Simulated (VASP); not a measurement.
Set up this calculation in VASP 6.6.1, as the native input.

```yaml
Task: relaxation of cell and atoms
Functional: PBE
Potentials_or_basis: VASP PAW PBE potentials, release 64 (Mg, Ti_sv, N)
Cutoff: 600 eV
k_mesh: 3 × 3 × 3
Occupations: gaussian, width 0.15 eV
Spin: collinear spin, ferromagnetic start
Starting_moments: "[0.0, 0.0, 0.0, 1.0, 0.0, 0.0, 0.0] μB"
Dipole_correction: no
Further_INCAR_settings: ALGO = Normal; EDIFF = 1e-06; IBRION = 2; EDIFFG = -0.08; NSW = 36; ISIF = 3
```

The structure of Mg3TiN3 lies in POSCAR:

```
Mg3TiN3
1.0
    4.7871151800      0.0000000000      0.0000000000
    0.0000000000      4.7871151800      0.0000000000
    0.0000000000      0.0000000000      4.7871151800
Mg Ti N
3 1 3
Direct
    0.0000000000      0.5000000000      0.5000000000
    0.5000000000      0.0000000000      0.5000000000
    0.5000000000      0.5000000000      0.0000000000
    0.0000000000      0.0000000000      0.0000000000
    0.5000000000      0.0000000000      0.0000000000
    0.0000000000      0.5000000000      0.0000000000
    0.0000000000      0.0000000000      0.5000000000
```

The input as run:

INCAR

```
SYSTEM = Mg3TiN3
PREC = Accurate
ENCUT = 600
EDIFF = 1E-6
ISMEAR = 0
SIGMA = 0.15
LREAL = .FALSE.
LASPH = .TRUE.
NELM = 150
ALGO = Normal
ISIF = 3
LWAVE = .FALSE.
LCHARG = .FALSE.
ISPIN = 2
MAGMOM = 0 0 0 1 0 0 0
LORBIT = 11
LMAXMIX = 4
GGA = PE
IBRION = 2
NSW = 36
EDIFFG = -0.08
```

KPOINTS

```
Automatic mesh
0
G
  3 3 3
  0 0 0
```

Potentials or basis: VASP PAW PBE potentials, release 64 (Mg, Ti_sv, N).

Command:

```bash
$ cat potpaw_PBE.64/Mg/POTCAR potpaw_PBE.64/Ti_sv/POTCAR potpaw_PBE.64/N/POTCAR > POTCAR
$ mpirun -np 1 vasp_std > vasp.out
```

It gave:

```json
{"Relaxed volume": "11.37 Å³/atom", "Relaxed cell": "a = 4.302 Å, b = 4.302 Å, c = 4.302 Å, α = 90.00°, β = 90.00°, γ = 90.00°", "Space group after relaxing (to 0.05 Å)": "Pm-3m (No. 221)", "Energy gained by relaxing": "445.4 meV/atom", "Ionic steps": "3", "Pressure after relaxing": "0.1 GPa", "Net moment": "0.27 μB per cell", "Site moments": "Mg +0.00; Ti +0.17; N -0.00 μB", "Valence electrons inside the program's atomic spheres": "Mg 0.42; Ti 10.14; N 3.68"}
```

Caveat: the k points lie up to 0.49 Å⁻¹ apart in the final cell; the volume moved by over 15 % at a fixed basis, so the end points are rough.

It took 2.9 min on 1 thread of Intel Xeon 6975P-C, on a shared host, peak memory 0.3 GiB.
